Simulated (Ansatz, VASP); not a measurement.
Mg5Se in VASP and in Ansatz

```
CELL_PARAMETERS angstrom
0.00000 4.12043 4.12043
4.12043 0.00000 4.12043
4.12043 4.12043 0.00000
ATOMIC_POSITIONS crystal
Mg 0.12591 0.62470 0.62470
Mg 0.62470 0.62470 0.62470
Mg 0.62470 0.12591 0.62470
Mg 0.62470 0.62470 0.12591
Mg 0.25000 0.25000 0.25000
Se 0.00000 0.00000 0.00000
```

Change from the starting cell: species swapped into the DyCu5 type (F-43m, No. 216).

Alike in both runs: functional PBE; k mesh 4 × 4 × 4; occupations gaussian, width 0.1 eV; no spin polarisation.

Ansatz relaxed the structure, and its values are those at the end. VASP's run is a single point on that final structure, the one shown.

|  | VASP | Ansatz |
| --- | --- | --- |
| version | VASP 6.6.1 | Ansatz 0.2.0 |
| potentials or method | VASP PAW PBE potentials, release 64 (Mg, Se), cutoff 520 eV | scalar-relativistic, plane waves, PAW |
| valence electrons in the cell | 16 | 66 |

Ansatz gave:

```
gap on the k mesh at the Fermi level (eV) : none
pressure (GPa)                            : 0.2
rms of the force components (eV/Å)        : 0.009
```

Which values does VASP return?

gap on the k mesh at the Fermi level (eV): none; pressure (GPa): 0.1; rms of the force components (eV/Å): 0.009.

A gap of «none» marks a metal or a gap that the smearing closes. VASP's potentials hold 16 valence electrons a cell and Ansatz's 66, so a difference there can come from the potentials and not from the codes.
